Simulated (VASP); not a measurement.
TiSi, 2 atoms in the cell. The typed cell holds 2 atoms: a = 3.935 Å, b = 2.787 Å, c = 2.787 Å, α = 84.31°, β = 90.00°, γ = 90.00°.  This cell differs from its parent crystal: strain +0.0375 x Voigt [1, 1, 0, 0, 0, 0].

```yaml
Program: VASP 6.6.1
Task: single point
Functional: PBEsol
Potentials_or_basis: VASP PAW PBE potentials, release 64 (Ti_sv, Si)
Cutoff: 520 eV
k_mesh: 16 × 22 × 22
Occupations: gaussian, width 0.15 eV
Spin: no spin polarisation
Dipole_correction: no
Further_INCAR_settings: ALGO = Normal; EDIFF = 1e-07; NBANDS = 15
```

Potentials or basis: VASP PAW PBE potentials, release 64 (Ti_sv, Si).

Launch:

```sh
$ cat potpaw_PBE.64/Ti_sv/POTCAR potpaw_PBE.64/Si/POTCAR > POTCAR
$ mpirun -np 1 vasp_std > vasp.out
```

Hardware: 1 thread of Intel(R) Xeon(R) Platinum 8488C (Sapphire Rapids), on a shared host.

Task: How long does it take, and how much memory?

Result: It took 5.5 min on 1 thread of Intel(R) Xeon(R) Platinum 8488C (Sapphire Rapids), with other jobs on the host, peak memory 0.61 GiB. Counts: scf iterations 14, k points 1197.
